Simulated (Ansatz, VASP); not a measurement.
## SrTiO3: VASP beside Ansatz

The input INCAR:

```
PREC = Accurate
ENCUT = 520
EDIFF = 1E-6
ISMEAR = -1
SIGMA = 0.05
LREAL = F
LASPH = T
NELM = 80
ALGO = Normal
ISIF = 2
LWAVE = F
LCHARG = F
GGA = PS
NBANDS = 28
```

Contents of KPOINTS:

```
regular mesh
0
Gamma
  7 7 7
```

POSCAR

```
SrTiO3
1.0
    3.9050000000      0.0390500000      0.0390500000
    0.0390500000      3.9050000000      0.0390500000
    0.0390500000      0.0390500000      3.9050000000
Sr Ti O
1 1 3
Direct
    0.0000000000      0.0000000000      0.0000000000
    0.5000000000      0.5000000000      0.5000000000
    0.0000000000      0.5000000000      0.5000000000
    0.5000000000      0.0000000000      0.5000000000
    0.5000000000      0.5000000000      0.0000000000
```

Input for Ansatz:

```yaml
crystal:
  lattice:
    - [3.905, 0.03905, 0.03905]
    - [0.03905, 3.905, 0.03905]
    - [0.03905, 0.03905, 3.905]
  atoms:
    - { symbol: Sr, position: [0.0, 0.0, 0.0] }
    - { symbol: Ti, position: [0.5, 0.5, 0.5] }
    - { symbol: O, position: [0.0, 0.5, 0.5] }
    - { symbol: O, position: [0.5, 0.0, 0.5] }
    - { symbol: O, position: [0.5, 0.5, 0.0] }
kpoints:
  mp_grid: { grid: [7, 7, 7] }
  band_path:
    path:
      - [0.0, 0.0, 0.0]
      - [0.5, 0.5, 0.5]
      - [0.5193194925, 0.4806805075, 0.5]
      - [0.5, -0.4806805075, 0.4806805075]
      - [0.5, 0.0, 0.0]
      - [0.0, 0.0, 0.0]
      - [0.4903402537, -0.4903402537, 0.0]
      - [0.5096597463, 0.0, 0.4903402537]
      - [0.5, 0.0, 0.5]
    npoints: 5
scf:
  occupations: { method: fermi_dirac, width: 0.05 }
hamiltonian:
  xc: pbesol
  pseudopotentials: { kind: all_electron, lapw: { basis_error: 0.001 } }
output:
  forces: true
  stress: true
  eigenvalues: true
```

Change from the starting cell: equal xy, yz and zx shear strains of +2 %.

Alike in both runs: task single point; functional PBEsol; k mesh 7 × 7 × 7; occupations fermi-dirac, width 0.05 eV; no spin polarisation.

|  | VASP | Ansatz |
| --- | --- | --- |
| version | VASP 6.6.1 | Ansatz 0.2.0 |
| potentials or method | VASP PAW PBE potentials, release 64 (Sr_sv, Ti_sv, O), cutoff 520 eV | all-electron LAPW, scalar-relativistic |

Ansatz gave:

```
gap on the k mesh at the Fermi level (eV)                     : 1.84
pressure (GPa)                                                : -1.9
traceless stress, the component that is largest in VASP (GPa) : -2.22
```

Problem. What did VASP give for the same quantities?

Solution. gap on the k mesh at the Fermi level (eV): 1.81; pressure (GPa): -1.2; traceless stress, the component that is largest in VASP (GPa): -2.23.

VASP's potentials were made for PBE, not for PBEsol. Ansatz ran all-electron here, and VASP with PAW potentials.
